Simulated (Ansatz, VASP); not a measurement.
SnSe2 in VASP and in Ansatz

```
Sn Se
1.0
     3.84056    0.00000    0.00000
    -1.92028    3.32602    0.00000
     0.00000    0.00000    6.52463
Sn Se
1 2
Direct
  0.00000 0.00000 0.00000
  0.66667 0.33333 0.75877
  0.33333 0.66667 0.24123
```

Alike in both runs: functional r2SCAN; k mesh 12 × 12 × 4; occupations gaussian, width 0.02 eV; no spin polarisation.

Ansatz relaxed the structure, and its values are those at the end. VASP's run is a single point on that final structure, the one shown.

|  | VASP | Ansatz |
| --- | --- | --- |
| version | VASP 6.6.1 | Ansatz 0.2.0 |
| potentials or method | VASP PAW PBE potentials, release 64 (Sn_d, Se), cutoff 520 eV | scalar-relativistic, plane waves, PAW |
| valence electrons in the cell | 26 | 46 |

|  | VASP | Ansatz | Ansatz less VASP |
| --- | --- | --- | --- |
| gap on the k mesh at the Fermi level (eV) | 1.04 | 1.04 | -0.004 |
| least direct gap on the mesh (eV) | 1.46 | 1.46 | -0.002 |
| pressure (GPa) | 0.1 | 0.0 | -0.05 |
| rms of the force components (eV/Å) | 0.006 | 0.000 | -0.0056 |

VASP's potentials were made for PBE, not for r2SCAN. With one functional, cell and mesh, what is left measures potentials, basis and numerics. VASP's potentials hold 26 valence electrons a cell and Ansatz's 46, so a difference there can come from the potentials and not from the codes.
